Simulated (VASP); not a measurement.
# Al4Ru5 in VASP: single point with r2SCAN

Aim: the single point of Al4Ru5 with r2SCAN.

All numbers are computed with VASP 6.6.1; they aren't measurements. Logs are shortened: lines on timing, memory, paths and dates and some standing lists are left out, and cuts for length are marked.

## Step 1: The cell of the first run

The cell holds a slab with vacuum, 9 atoms: a = 2.983 Å, b = 2.983 Å, c = 26.930 Å, α = 90.00°, β = 90.00°, γ = 90.00°.

## Step 2: Single point, r2SCAN

Contents of POSCAR:

```
Al4Ru5
1.0
    2.9826244074      0.0000000000      0.0000000000
    0.0000000000      2.9826244074      0.0000000000
    0.0000000000      0.0000000000     26.9304976294
Ru Al
5 4
Direct
    0.5000000000      0.5000000000      0.2829374260
    0.5000000000      0.5000000000      0.3893486708
    0.5000000000      0.5000000000      0.4999999977
    0.5000000000      0.5000000000      0.6106513294
    0.5000000000      0.5000000000      0.7170625787
    0.0000000000      0.0000000000      0.3353698192
    0.0000000000      0.0000000000      0.4454416610
    0.0000000000      0.0000000000      0.5545583366
    0.0000000000      0.0000000000      0.6646301805
```

Contents of INCAR.step1:

```
SYSTEM = Al4Ru5
PREC     = Accurate       ! precision mode
ENCUT    = 520            ! plane-wave cutoff, eV
ISMEAR   = 0              ! smearing method
SIGMA    = 0.1            ! smearing width, eV
LREAL    = .FALSE.        ! projectors in reciprocal space
LASPH    = .TRUE.         ! aspherical terms in the spheres
NELM     = 80             ! most SCF steps
LDIPOL   = .TRUE.       
IDIPOL   = 3            
DIPOL    = 0.5 0.5 0.500
NBANDS   = 51             ! bands
GGA      = PE             ! functional
ALGO     = Normal         ! electronic algorithm
EDIFF    = 1E-4           ! SCF threshold, eV
LWAVE    = .TRUE.         ! write WAVECAR
LCHARG   = .FALSE.        ! write CHGCAR
```

Contents of INCAR.step2:

```
SYSTEM = Al4Ru5
PREC     = Accurate       ! precision mode
ENCUT    = 520            ! plane-wave cutoff, eV
EDIFF    = 1E-6           ! SCF threshold, eV
ISMEAR   = 0              ! smearing method
SIGMA    = 0.1            ! smearing width, eV
LREAL    = .FALSE.        ! projectors in reciprocal space
LASPH    = .TRUE.         ! aspherical terms in the spheres
NELM     = 80             ! most SCF steps
ALGO     = Normal         ! electronic algorithm
ISIF     = 2              ! what is computed and relaxed
LWAVE    = .FALSE.        ! write WAVECAR
LCHARG   = .FALSE.        ! write CHGCAR
LDIPOL   = .TRUE.       
IDIPOL   = 3            
DIPOL    = 0.5 0.5 0.500
METAGGA  = R2SCAN         ! meta-GGA
LMIXTAU  = .TRUE.       
NBANDS   = 51             ! bands
ISTART   = 1
```

Contents of KPOINTS:

```
Automatic mesh
0
G
  12 12 1
  0 0 0
```

Potentials or basis: VASP PAW PBE potentials, release 64 (Ru_pv, Al).

Run with:

```bash
cat potpaw_PBE.64/Ru_pv/POTCAR potpaw_PBE.64/Al/POTCAR > POTCAR
cp INCAR.step1 INCAR
mpirun -np 1 vasp_std > vasp.out
cp INCAR.step2 INCAR
mpirun -np 1 vasp_std > vasp.out
```

OUTCAR:

```text
SYSTEM = Al4Ru5
   PREC = Accurate
   ENCUT = 520
   EDIFF = 1E-6
   ISMEAR = 0
   LREAL = .FALSE.
   LASPH = .TRUE.
   NELM = 80
   ISIF = 2
   METAGGA = R2SCAN
   ISTART = 1

 ion  position               nearest neighbor table
   1  0.500  0.500  0.283-   6 2.54   6 2.54   6 2.54   6 2.54   2 2.87
   2  0.500  0.500  0.389-   6 2.56   6 2.56   6 2.56   6 2.56   7 2.59   7 2.59   7 2.59   7 2.59
                             1 2.87   3 2.98
   3  0.500  0.500  0.500-   7 2.57   7 2.57   7 2.57   7 2.57   8 2.57   8 2.57   8 2.57   8 2.57
                             2 2.98   4 2.98
   4  0.500  0.500  0.611-   9 2.56   9 2.56   9 2.56   9 2.56   8 2.59   8 2.59   8 2.59   8 2.59
                             5 2.87   3 2.98
   5  0.500  0.500  0.717-   9 2.54   9 2.54   9 2.54   9 2.54   4 2.87
   6  0.000  0.000  0.335-   1 2.54   1 2.54   1 2.54   1 2.54   2 2.56   2 2.56   2 2.56   2 2.56
                             7 2.96
   7  0.000  0.000  0.445-   3 2.57   3 2.57   3 2.57   3 2.57   2 2.59   2 2.59   2 2.59   2 2.59
                             8 2.94   6 2.96
   8  0.000  0.000  0.555-   3 2.57   3 2.57   3 2.57   3 2.57   4 2.59   4 2.59   4 2.59   4 2.59
                             7 2.94   9 2.96
   9  0.000  0.000  0.665-   5 2.54   5 2.54   5 2.54   5 2.54   4 2.56   4 2.56   4 2.56   4 2.56
                             8 2.96

  LATTYP: Found a simple tetragonal cell.
 ALAT       =     2.9826244074
 C/A-ratio  =     9.0291280265

  Lattice vectors:

 A1 = (   2.9826244074,   0.0000000000,   0.0000000000)
 A2 = (   0.0000000000,   2.9826244074,   0.0000000000)
 A3 = (   0.0000000000,   0.0000000000,  26.9304976294)

Analysis of symmetry for initial positions (statically):
=====================================================================
 Subroutine PRICEL returns:
 Original cell was already a primitive cell.

 Routine SETGRP: Setting up the symmetry group for a
 simple tetragonal supercell.

 Subroutine GETGRP returns: Found 16 space group operations
 (whereof 16 operations were pure point group operations)
 out of a pool of 16 trial point group operations.

The static configuration has the point symmetry D_4h.

Analysis of symmetry for dynamics (positions and initial velocities):
=====================================================================
 Subroutine PRICEL returns:
 Original cell was already a primitive cell.

 Routine SETGRP: Setting up the symmetry group for a
 simple tetragonal supercell.

 Subroutine GETGRP returns: Found 16 space group operations
 (whereof 16 operations were pure point group operations)
 out of a pool of 16 trial point group operations.

The dynamic configuration has the point symmetry D_4h.

 Subroutine INISYM returns: Found 16 space group operations
 (whereof 16 operations are pure point group operations),
 and found     1 'primitive' translations

----------------------------------------------------------------------------------------

                                     Primitive cell

  volume of cell :     239.5750

  direct lattice vectors                    reciprocal lattice vectors
     2.982624407  0.000000000  0.000000000     0.335275202  0.000000000  0.000000000
     0.000000000  2.982624407  0.000000000     0.000000000  0.335275202  0.000000000
     0.000000000  0.000000000 26.930497629     0.000000000  0.000000000  0.037132622

  length of vectors
     2.982624407  2.982624407 26.930497629     0.335275202  0.335275202  0.037132622

  position of ions in fractional coordinates (direct lattice)
     0.500000000  0.500000000  0.282937426
     0.500000000  0.500000000  0.389348671
     0.500000000  0.500000000  0.499999998
     0.500000000  0.500000000  0.610651329
     0.500000000  0.500000000  0.717062579
     0.000000000  0.000000000  0.335369819
     0.000000000  0.000000000  0.445441661
     0.000000000  0.000000000  0.554558337
     0.000000000  0.000000000  0.664630180

  ion indices of the primitive-cell ions
   primitive index   ion index
                 1           1
                 2           2
                 3           3
                 4           4
                 5           5
                 6           6
                 7           7
                 8           8
                 9           9

----------------------------------------------------------------------------------------

 KPOINTS: Automatic mesh

Automatic generation of k-mesh.
 Grid dimensions read from file:
 generate k-points for:   12   12    1

 Generating k-lattice:

  Cartesian coordinates                     Fractional coordinates (reciprocal lattice)
     0.027939600  0.000000000  0.000000000     0.083333333  0.000000000  0.000000000
     0.000000000  0.027939600  0.000000000     0.000000000  0.083333333  0.000000000
     0.000000000  0.000000000  0.037132622     0.000000000  0.000000000  1.000000000

  Length of vectors
     0.027939600  0.027939600  0.037132622

  Shift w.r.t. Gamma in fractional coordinates (k-lattice)
     0.000000000  0.000000000  0.000000000

 Subroutine IBZKPT returns following result:
 ===========================================

 Found     28 irreducible k-points:

 Following reciprocal coordinates:
            Coordinates               Weight
  0.000000  0.000000  0.000000      1.000000
  0.083333  0.000000  0.000000      4.000000
  0.166667  0.000000  0.000000      4.000000
  0.250000  0.000000  0.000000      4.000000
  0.333333  0.000000  0.000000      4.000000
  0.416667  0.000000  0.000000      4.000000
[... 16 lines left out ...]
  0.333333  0.333333  0.000000      4.000000
  0.416667  0.333333  0.000000      8.000000
 [... further k-points ...]
   k-points           NKPTS =     28   k-points in BZ     NKDIM =     28   number of bands    NBANDS=     51
   number of dos      NEDOS =    301   number of ions     NIONS =      9
   total plane-waves  NPLWV = 115200
   dimension x,y,z NGX =    24 NGY =   24 NGZ =  200
   dimension x,y,z NGXF=    48 NGYF=   48 NGZF=  400
   ions per type =               5   4
   NGX,Y,Z   is equivalent  to a cutoff of  13.38, 13.38, 12.35 a.u.
   NGXF,Y,Z  is equivalent  to a cutoff of  26.75, 26.75, 24.69 a.u.
 SYSTEM =  Al4Ru5
   PREC   = accura    normal or accurate (medium, high low for compatibility)
   ISTART =      1    job   : 0-new  1-cont  2-samecut
   ICHARG =      0    charge: 1-file 2-atom 10-const
   ISPIN  =      1    spin polarized calculation?
   LNONCOLLINEAR =      F non collinear calculations
   LSORBIT =      F    spin-orbit coupling
   LASPH  =      T    aspherical Exc in radial PAW
   ENCUT  =  520.0 eV  38.22 Ry    6.18 a.u.   5.55  5.55 50.07*2*pi/ulx,y,z
   NELM   =     80;   NELMIN=  2; NELMDL=  0     # of ELM steps
   EDIFF  = 0.1E-05   stopping-criterion for ELM
   LREAL  =      F    real-space projection
   EDIFFG = 0.1E-04   stopping-criterion for IOM
   NSW    =      0    number of steps for IOM
   IBRION =     -1    ionic relax: 0-MD 1-quasi-New 2-CG
   NFREE  =      0    steps in history (QN), initial steepest desc. (CG)
   ISIF   =      2    stress and relaxation
   ISYM   =      2    0-nonsym 1-usesym 2-fastsym
   POTIM  = 0.5000    time-step for ionic-motion
   TEBEG  =    0.0;   TEEND  =   0.0 temperature during run
   PSTRESS=    0.0 pullay stress
   NELECT =      82.0000    total number of electrons
   NUPDOWN=      -1.0000    fix difference up-down
   EMIN   =  10.00;   EMAX   =-10.00  energy-range for DOS
   EFERMI =   0.00;   METHOD = LEGACY
   ISMEAR =     0;   SIGMA  =   0.10  broadening in eV -4-tet -1-fermi 0-gaus
   EFERMI_NEDOS =   21; number of points for ismear=-14 and -15
   IALGO  =     38    algorithm
   IMIX   =      4    mixing-type and parameters
     AMIX     =   0.40;   BMIX     =  1.00
     AMIX_MAG =   1.60;   BMIX_MAG =  1.00
  volume/ion in A,a.u.               =      26.62       179.64
  Fermi-wavevector in a.u.,A,eV,Ry     =   1.145159  2.164036 17.842518  1.311388
  Thomas-Fermi vector in A             =   2.281848
   LORBIT       =      0    0 simple, 1 ext, 2 COOP (PROOUT), +10 PAW based schemes
   METAGGA = R2SCAN    functional components
   LHFCALC =     F    Hartree Fock is set to
   AEXX    =    0.0000 exact exchange contribution
   IVDW    =     0    specifies the selected vdW correction
   LEPSILON=     F    determine dielectric tensor
   LRPA    =     F    only Hartree local field effects (RPA)
 non-spin polarized calculation
 Gauss-broadening in eV      SIGMA  =   0.10
  energy-cutoff  :      520.00
  volume of cell :      239.58
 maximum number of plane-waves:      6509
 NGX is ok and might be reduce to    24
   NGX = 11   NGY = 11   NGZ =101

 number of electron      81.9999989 magnetization

 dipolmoment           0.000000      0.000000     -0.000000 electrons x Angstroem

 Free energy of the ion-electron system (eV)
  ---------------------------------------------------
  ext. energy  EPLUGINS =         0.00000000
  ---------------------------------------------------
  free energy    TOTEN  =      -155.69541047 eV

  energy without entropy =     -155.63842190  energy(sigma->0) =     -155.66691619

 E-fermi :   3.3846     XC(G=0):  -7.6180

 val. band max:        3.3767741158   @ k =   0.4167   0.3333   0.0000
 cond. band min:       3.3869958861   @ k =   0.3333   0.0833   0.0000
 fundamental gap:      0.0102217703
 Fermi energy:         3.3846291352

 k-point     1 :       0.0000    0.0000    0.0000
  band No.  band energies     occupation
      1     -40.0498      2.00000
      2     -40.0264      2.00000
      3     -39.8328      2.00000
      4     -39.8076      2.00000
      5     -39.7728      2.00000
      6     -39.7728      2.00000
[... 43 lines left out ...]
     50       8.0029      0.00000
     51       8.1940      0.00000

 k-point     2 :       0.0833    0.0000    0.0000
  band No.  band energies     occupation
      1     -40.0479      2.00000
      2     -40.0245      2.00000
      3     -39.8313      2.00000
      4     -39.8063      2.00000
      5     -39.7888      2.00000
      6     -39.7883      2.00000
[... 43 lines left out ...]
     50       8.1417      0.00000
     51       8.3259      0.00000

 k-point     3 :       0.1667    0.0000    0.0000
  band No.  band energies     occupation
      1     -40.0424      2.00000
      2     -40.0194      2.00000
      3     -39.8329      2.00000
      4     -39.8325      2.00000
      5     -39.8259      2.00000
      6     -39.8024      2.00000
[... 1123 lines left out ...]
     50       8.8112      0.00000
     51       8.9883      0.00000

 k-point    24 :       0.4167    0.3333    0.0000
  band No.  band energies     occupation
      1     -40.0025      2.00000
      2     -39.9814      2.00000
      3     -39.9709      2.00000
      4     -39.9701      2.00000
      5     -39.9243      2.00000
      6     -39.9236      2.00000
[... 43 lines left out ...]
     50       8.2919      0.00000
     51       9.2944      0.00000

 [... further k-points ...]

------------------------ aborting loop because EDIFF is reached ----------------------------------------

 vacuum level on the upper side and lower side of the slab       (xc-potential included)        -0.061        -0.061

  FORCE on cell =-STRESS in cart. coord.  units (eV):
  Direction    XX          YY          ZZ          XY          YZ          ZX
  --------------------------------------------------------------------------------------
  -------------------------------------------------------------------------------------
  Total       -3.7124449     -3.7124449      0.1311137      0.0000000      0.0000000     -0.0000000
  in kB      -24.8272766    -24.8272766      0.8768336      0.0000000      0.0000000     -0.0000000
  external PRESSURE =     -16.2592399 kB  Pullay stress =       0.0000000 kB

 VOLUME and BASIS-vectors are now :
 -----------------------------------------------------------------------------
  energy-cutoff  :      520.00
  volume of cell :      239.58
      direct lattice vectors                 reciprocal lattice vectors
     2.982624407  0.000000000  0.000000000     0.335275202  0.000000000  0.000000000
     0.000000000  2.982624407  0.000000000     0.000000000  0.335275202  0.000000000
     0.000000000  0.000000000 26.930497629     0.000000000  0.000000000  0.037132622

 POSITION                                       TOTAL-FORCE (eV/Angst)
 -----------------------------------------------------------------------------------
      1.49131      1.49131      7.61965         0.000000      0.000000     -0.019523
      1.49131      1.49131     10.48535         0.000000      0.000000      0.001332
      1.49131      1.49131     13.46525         0.000000      0.000000     -0.000000
      1.49131      1.49131     16.44514         0.000000     -0.000000     -0.001332
      1.49131      1.49131     19.31085         0.000000     -0.000000      0.019523
      0.00000      0.00000      9.03168        -0.000000     -0.000000      0.005049
      0.00000      0.00000     11.99597         0.000000      0.000000     -0.006615
      0.00000      0.00000     14.93453         0.000000      0.000000      0.006615
      0.00000      0.00000     17.89882         0.000000     -0.000000     -0.005049
 -----------------------------------------------------------------------------------
    total drift:                                0.000000     -0.000000     -0.000129

  FREE ENERGIE OF THE ION-ELECTRON SYSTEM (eV)
  ---------------------------------------------------
  free  energy   TOTEN  =      -155.6954104736 eV

  energy  without entropy=     -155.6384219049  energy(sigma->0) =     -155.66691619

 vacuum level on the upper side and lower side of the slab         7.510         7.510
```

Run time: 21 min. Hardware: 1 thread of Intel Xeon Platinum 8488C (Sapphire Rapids), shared host; peak memory 0.53 GiB.

What came out:

| Quantity | Value |
| --- | --- |
| Free energy | -155.6954 eV |
| Largest force | 0.020 eV/Å |
| Band gap on the k mesh | zero (bands 41 and 42 overlap by 2.43 eV) |

Forces on the atoms (eV/Å):
```
Ru   0.000  0.000 -0.020
Ru   0.000  0.000  0.001
Ru   0.000  0.000  0.000
Ru   0.000  0.000 -0.001
Ru   0.000  0.000  0.020
Al   0.000  0.000  0.005
Al   0.000  0.000 -0.007
Al   0.000  0.000  0.007
Al   0.000  0.000 -0.005
```

Levels at points of the mesh, in eV from the Fermi level:
```csv
k point,band 38,band 39,band 40,band 41,band 42,band 43,band 44,band 45
"(0.00, 0.00, 0.00)",0.04,0.04,0.13,0.19,0.19,0.19,0.35,0.60
"(0.50, 0.00, 0.00)",-0.91,-0.91,-0.35,-0.13,-0.13,0.22,0.43,1.27
"(0.50, 0.50, 0.00)",1.44,1.55,1.69,1.70,1.81,1.82,1.83,2.86
```

Caveat: the PAW data sets were made with another functional, which shifts forces and pressure a little.
